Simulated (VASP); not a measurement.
Wanted: the native input for a VASP 6.6.1 run.

| Quantity | Value |
| --- | --- |
| Task | single point |
| Functional | LDA |
| Potentials or basis | VASP PAW LDA potentials, release 64 (Ti_sv, B) |
| Cutoff | 520 eV |
| k mesh | 6 × 6 × 1 |
| Occupations | gaussian, width 0.1 eV |
| Spin | no spin polarisation |
| Dipole correction | yes |
| Further INCAR settings | ALGO = Normal; EDIFF = 1e-06; NBANDS = 86 |

The structure of Ti12B lies in POSCAR:

```
Ti12B
1.0
    5.6584013780      0.0000000000      0.0000000000
   -2.8292006890      4.9003193382      0.0000000000
    0.0000000000      0.0000000000     19.8826493670
Ti B
12 1
Direct
    0.3333333333      0.1666666667      0.2011804326
    0.3333333333      0.6666666667      0.2011804326
    0.8333333333      0.1666666667      0.2011804326
    0.8333333333      0.6666666667      0.2011804326
    0.1666666667      0.3333333334      0.3113966117
    0.1666666667      0.8333333334      0.3113966117
    0.6666666667      0.3333333333      0.3113966117
    0.6666666667      0.8333333333      0.3113966117
    0.0000000000      0.0000000000      0.4216062564
    0.0000000000      0.5000000000      0.4216062564
    0.5000000000      0.0000000000      0.4216062564
    0.5000000000      0.5000000000      0.4216062564
    0.1666666667      0.0833333334      0.5077933699
```

One way to write it, as run:

INCAR

```
ALGO = Normal ; DIPOL = 0.5 0.5 0.327
EDIFF = 1E-6 ; ENCUT = 520
GGA = CA ; IDIPOL = 3
ISIF = 2 ; ISMEAR = 0
LASPH = T ; LCHARG = F
LDIPOL = T ; LREAL = F
LWAVE = F ; NBANDS = 86
NELM = 100 ; PREC = Accurate
SIGMA = 0.1
```

KPOINTS

```
k-points
0
Gamma
  6 6 1
```

Potentials or basis: VASP PAW LDA potentials, release 64 (Ti_sv, B).

Command:

```bash
$ cat potpaw_LDA.64/Ti_sv/POTCAR potpaw_LDA.64/B/POTCAR > POTCAR
$ mpirun -np 1 vasp_std > vasp.out
```

Results of the run:

- Largest force: 1.911 eV/Å
- Band gap on the k mesh: zero (an odd number of electrons rules out a gap without spin polarisation)

Wall time 42 min on 1 thread of Intel(R) Xeon(R) Platinum 8488C (Sapphire Rapids), with other jobs on the host, peak memory 0.71 GiB.
